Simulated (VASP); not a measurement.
A run of VASP 6.6.1 is set up as follows.

File INCAR:

```
SYSTEM = BiAs
  PREC = Accurate
  ENCUT = 520
  EDIFF = 1E-6
  ISMEAR = -1
  SIGMA = 0.03
  LREAL = .False.
  LASPH = .True.
  NELM = 60
  ALGO = Normal
  ISIF = 2
  LWAVE = .False.
  LCHARG = .True.
  GGA = PE
  LELF = .True.
  LVHAR = .True.
  NBANDS = 17
```

Contents of KPOINTS:

```
Automatic mesh
0
Gamma
  11 11 11
  0 0 0
```

File POSCAR:

```
BiAs
1.0
    0.0000000000      3.0165143172      3.0165143172
    3.0165143172      0.0000000000      3.0165143172
    3.0165143172      3.0165143172      0.0000000000
As Bi
1 1
Direct
    0.0000000000      0.0000000000      0.0000000000
    0.5000000000      0.5000000000      0.5000000000
```

Potentials or basis: VASP PAW PBE potentials, release 64 (As, Bi_d).

The run is started by

```console
$ cat potpaw_PBE.64/As/POTCAR potpaw_PBE.64/Bi_d/POTCAR > POTCAR
$ mpirun -np 1 vasp_std > vasp.out
```

Task: What does it give for the band gap on the k mesh?

Result: 0.13 eV (least direct gap 0.39 eV).

Task: Estimate the pressure.

Result: 0.0 GPa.

Caveat: spin-orbit coupling is left out, which moves the levels of the heavy elements; an odd mesh through Γ misses points on the zone boundary, where band edges can lie.
